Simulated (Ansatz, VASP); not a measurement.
## One calculation of SiB6, two programs

The input INCAR:

```
PREC     = Accurate       # precision mode
ENCUT    = 520            # plane-wave cutoff, eV
EDIFF    = 1E-6           # SCF threshold, eV
ISMEAR   = 0              # smearing method
SIGMA    = 0.1            # smearing width, eV
LREAL    = F              # projectors in reciprocal space
LASPH    = T              # aspherical terms in the spheres
NELM     = 60             # most SCF steps
ALGO     = Normal         # electronic algorithm
ISIF     = 2              # what is computed and relaxed
LWAVE    = F              # write WAVECAR
LCHARG   = T              # write CHGCAR
GGA      = PE             # functional
LELF     = T              # ELF
LVHAR    = T            
NBANDS   = 20             # bands
```

File KPOINTS:

```
regular mesh
0
Gamma
  6 6 6
```

The input POSCAR:

```
SiB6
1.0
    0.0000000000      3.0086861000      3.0086861000
    3.0086861000      0.0000000000      3.0086861000
    3.0086861000      3.0086861000      0.0000000000
Si B
1 6
Direct
    0.5000000000      0.5000000000      0.5000000000
    0.7500000000      0.7500000000      0.7500000000
    0.3216172800      0.3216172800      0.3216172800
    0.3216172800      0.3216172800      0.0351481600
    0.3216172800      0.0351481600      0.3216172800
    0.0351481600      0.3216172800      0.3216172800
    0.0000000000      0.0000000000      0.0000000000
```

Input for Ansatz:

```yaml
crystal:
  lattice:
    - [0.0, 3.0086861, 3.0086861]
    - [3.0086861, 0.0, 3.0086861]
    - [3.0086861, 3.0086861, 0.0]
  atoms:
    - { symbol: Si, position: [0.5, 0.5, 0.5] }
    - { symbol: B, position: [0.75, 0.75, 0.75] }
    - { symbol: B, position: [0.32161728, 0.32161728, 0.32161728] }
    - { symbol: B, position: [0.32161728, 0.32161728, 0.03514816] }
    - { symbol: B, position: [0.32161728, 0.03514816, 0.32161728] }
    - { symbol: B, position: [0.03514816, 0.32161728, 0.32161728] }
    - { symbol: B, position: [0.0, 0.0, 0.0] }
basis:
  ecutwfc: 420
kpoints:
  mp_grid: { grid: [6, 6, 6] }
hamiltonian:
  xc: pbe
scf:
  occupations: { method: gaussian, width: 0.1 }
  lower_state_search: "off"
output:
  forces: true
  stress: true
  eigenvalues: true
```

Alike in both runs: task single point; functional PBE; k mesh 6 × 6 × 6; occupations gaussian, width 0.1 eV; no spin polarisation.

|  | VASP | Ansatz |
| --- | --- | --- |
| version | VASP 6.6.1 | Ansatz 0.2.0 |
| potentials or method | VASP PAW PBE potentials, release 64 (Si, B), cutoff 520 eV | scalar-relativistic, plane waves, PAW |
| valence electrons in the cell | 22 | 22 |

VASP gave:

```
gap on the k mesh at the Fermi level (eV) : none
rms of the force components (eV/Å)        : 17.652
```

Question: Estimate Ansatz's values.

Answer: gap on the k mesh at the Fermi level (eV): none; rms of the force components (eV/Å): 17.166.

Atom by atom the forces differ by 0.486 eV/Å (rms over components). A gap of «none» marks a metal or a gap that the smearing closes.
